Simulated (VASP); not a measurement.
Here is a VASP 6.6.1 calculation.

The input INCAR:

```
PREC     = Accurate       # precision mode
ENCUT    = 520            # plane-wave cutoff, eV
EDIFF    = 1E-7           # SCF threshold, eV
ISMEAR   = 0              # smearing method
SIGMA    = 0.02           # smearing width, eV
LREAL    = False          # projectors in reciprocal space
LASPH    = True           # aspherical terms in the spheres
NELM     = 100            # most SCF steps
ALGO     = Normal         # electronic algorithm
ISIF     = 2              # what is computed and relaxed
LWAVE    = False          # write WAVECAR
LCHARG   = True           # write CHGCAR
GGA      = PE             # functional
LELF     = True           # ELF
LVHAR    = True         
NBANDS   = 16             # bands
```

The input KPOINTS:

```
regular mesh
0
Gamma
  9 9 6
```

File POSCAR:

```
CdS
1.0
    4.4455077841      0.0068604830      0.0009374573
   -2.2168125395      3.8396654122      0.0000110079
    0.0012769180      0.0007545425      6.1369842164
Cd S
1 1
Direct
   -0.0139530764     -0.0069765382      0.4373852248
    0.6806197464      0.3403098682      0.4396147752
```

Potentials or basis: VASP PAW PBE potentials, release 64 (Cd, S).

The run is started by

```bash
$ cat potpaw_PBE.64/Cd/POTCAR potpaw_PBE.64/S/POTCAR > POTCAR
$ mpirun -np 1 vasp_std > vasp.out
```

Problem. Predict the pressure.

Solution. -2.5 GPa.

Problem. What does it give for the largest force?

Solution. 0.401 eV/Å.

Problem. Predict the band gap on the k mesh.

Solution. 1.05 eV, indirect (least direct gap 1.11 eV).

Stress tensor (GPa, compression positive):
```
-3.97 -0.50 -0.01
-0.50 -3.39  0.00
-0.01  0.00 -0.01
```

Caveat: the cell differs from its parent crystal (strained and its atoms moved). A k mesh can miss the band edges.
